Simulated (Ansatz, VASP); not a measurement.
## NaH in VASP and in Ansatz

```
CELL_PARAMETERS angstrom
2.88125 0.00000 0.00000
0.00000 2.88125 0.00000
0.00000 0.00000 2.88125
ATOMIC_POSITIONS crystal
Na 0.00000 0.00000 0.00000
H 0.50000 0.50000 0.50000
```

Change from the starting cell: strain -0.025 along x and y, -0.025 along z, atoms carried along.

Alike in both runs: task single point; functional PBE; k mesh 10 × 10 × 10; occupations gaussian, width 0.05 eV; no spin polarisation.

```csv
,VASP,Ansatz
version,VASP 6.6.1,Ansatz 0.2.0
potentials or method,"VASP PAW PBE potentials, release 64 (Na_pv, H), cutoff 520 eV","scalar-relativistic, plane waves, PAW"
valence electrons in the cell,8,10
```

Ansatz gave:

| Property | Result |
| --- | --- |
| gap on the k mesh at the Fermi level (eV) | 1.04 |
| least direct gap on the mesh (eV) | 4.66 |
| pressure (GPa) | 2.4 |

Question: Which values does VASP return?

Answer: gap on the k mesh at the Fermi level (eV): 1.03; least direct gap on the mesh (eV): 4.66; pressure (GPa): 2.3.

With one functional, cell and mesh, what is left measures potentials, basis and numerics. VASP's potentials hold 8 valence electrons a cell and Ansatz's 10, so a difference there can come from the potentials and not from the codes.
